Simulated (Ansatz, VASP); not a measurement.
## WC in VASP and in Ansatz

```
CELL_PARAMETERS angstrom
2.91971 0.00000 0.00000
-1.45986 2.52854 0.00000
0.00000 0.00000 2.84774
ATOMIC_POSITIONS crystal
W 0.00000 0.00000 0.00000
C 0.66667 0.33333 0.50000
```

Change from the starting cell: volume scaled by 1.02.

Alike in both runs: task single point; functional PBEsol; k mesh 14 × 14 × 13; occupations fermi-dirac, width 0.05 eV; no spin polarisation.

|  | VASP | Ansatz |
| --- | --- | --- |
| version | VASP 6.6.1 | Ansatz 0.2.0 |
| potentials or method | VASP PAW PBE potentials, release 64 (W_sv, C), cutoff 520 eV | all-electron LAPW, scalar-relativistic |

|  | VASP | Ansatz | Ansatz less VASP |
| --- | --- | --- | --- |
| pressure (GPa) | -7.3 | -8.4 | -1.09 |
| traceless stress, the component that is largest in VASP (GPa) | -0.45 | -0.68 | -0.226 |

VASP's potentials were made for PBE, not for PBEsol. Ansatz ran all-electron here, and VASP with PAW potentials.

Neither program's run includes spin-orbit coupling.
